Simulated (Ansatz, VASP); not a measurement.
# One calculation of Mo, two programs

File INCAR:

```
SYSTEM = Mo
ALGO = Normal
EDIFF = 1E-6
ENCUT = 520
GGA = PE
ISIF = 2
ISMEAR = 0
LASPH = .TRUE.
LCHARG = .FALSE.
LREAL = .FALSE.
LWAVE = .FALSE.
NBANDS = 13
NELM = 100
PREC = Accurate
SIGMA = 0.15
```

File KPOINTS:

```
k-points
0
G
  20 20 20
  0 0 0
```

POSCAR

```
Mo
1.0
    0.0000000000      1.8538000000      1.9344000000
    1.8538000000      0.0000000000      1.9344000000
    1.8538000000      1.8538000000      0.0000000000
Mo
1
Direct
    0.0000000000      0.0000000000      0.0000000000
```

Input for Ansatz:

```yaml
crystal:
  lattice:
    - [0.0, 1.8538, 1.9344]
    - [1.8538, 0.0, 1.9344]
    - [1.8538, 1.8538, 0.0]
  atoms:
    - { symbol: Mo, position: [0.0, 0.0, 0.0] }
basis:
  ecutwfc: 420
kpoints:
  mp_grid: { grid: [20, 20, 20] }
hamiltonian:
  xc: pbe
scf:
  occupations: { method: gaussian, width: 0.15 }
output:
  forces: true
  stress: true
  eigenvalues: true
```

Change from the starting cell: strain -0.080 along x and y, -0.040 along z, atoms carried along.

Alike in both runs: task single point; functional PBE; k mesh 20 × 20 × 20; occupations gaussian, width 0.15 eV; no spin polarisation.

|  | VASP | Ansatz |
| --- | --- | --- |
| version | VASP 6.6.1 | Ansatz 0.2.0 |
| potentials or method | VASP PAW PBE potentials, release 64 (Mo_sv), cutoff 520 eV | scalar-relativistic, plane waves, PAW |
| valence electrons in the cell | 14 | 14 |

|  | VASP | Ansatz | Ansatz less VASP |
| --- | --- | --- | --- |
| gap on the k mesh at the Fermi level (eV) | none | none | - |
| pressure (GPa) | 65.8 | 64.8 | -1.07 |
| traceless stress, the component that is largest in VASP (GPa) | 4.20 | 4.23 | +0.021 |

A gap of «none» marks a metal or a gap that the smearing closes. Both programs put the cell under a high pressure, so it lies far from rest at this level.

Noted on VASP's run: the cell as given lies far from equilibrium.
